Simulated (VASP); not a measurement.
A run of VASP 6.6.1 is set up as follows.

The input INCAR:

```
SYSTEM = Al12Cl
PREC = Accurate ; ENCUT = 520
EDIFF = 1E-7 ; ISMEAR = 0
SIGMA = 0.1 ; LREAL = .FALSE.
LASPH = .TRUE. ; NELM = 100
ALGO = Normal ; ISIF = 2
LWAVE = .FALSE. ; LCHARG = .FALSE.
LDIPOL = .TRUE. ; IDIPOL = 3
DIPOL = 0.5 0.5 0.326 ; GGA = PE
NBANDS = 34
```

KPOINTS

```
Automatic mesh
0
G
  5 5 1
  0 0 0
```

Contents of POSCAR:

```
Al12Cl
1.0
    5.7135165837      0.0000000000      0.0000000000
    0.0000000000      5.7135165837      0.0000000000
    0.0000000000      0.0000000000     19.6746954317
Al Cl
12 1
Direct
    0.2500000000      0.2500000000      0.2033068321
    0.2500000000      0.7500000000      0.2033068321
    0.7500000000      0.2500000000      0.2033068321
    0.7500000000      0.7500000000      0.2033068321
    0.0000000000      0.0000000000      0.3092728609
    0.0000000000      0.5000000000      0.3092728609
    0.5000000000      0.0000000000      0.3092728609
    0.5000000000      0.5000000000      0.3092728609
    0.2500000000      0.2500000000      0.4154928578
    0.2500000000      0.7500000000      0.4154928578
    0.7500000000      0.2500000000      0.4154928578
    0.7500000000      0.7500000000      0.4154928578
    0.2500000000      0.3333333333      0.5246182354
```

Potentials or basis: VASP PAW PBE potentials, release 64 (Al, Cl).

The run is started by

```bash
$ cat potpaw_PBE.64/Al/POTCAR potpaw_PBE.64/Cl/POTCAR > POTCAR
$ mpirun -np 1 vasp_std > vasp.out
```

(1) Predict the band gap on the k mesh.

(2) Estimate the largest force.

Answers

(1) zero (an odd number of electrons rules out a gap without spin polarisation).

(2) 0.249 eV/Å.

Caveat: an odd number of electrons without spin polarisation forces a metal; a magnetic or distorted state may lie lower.
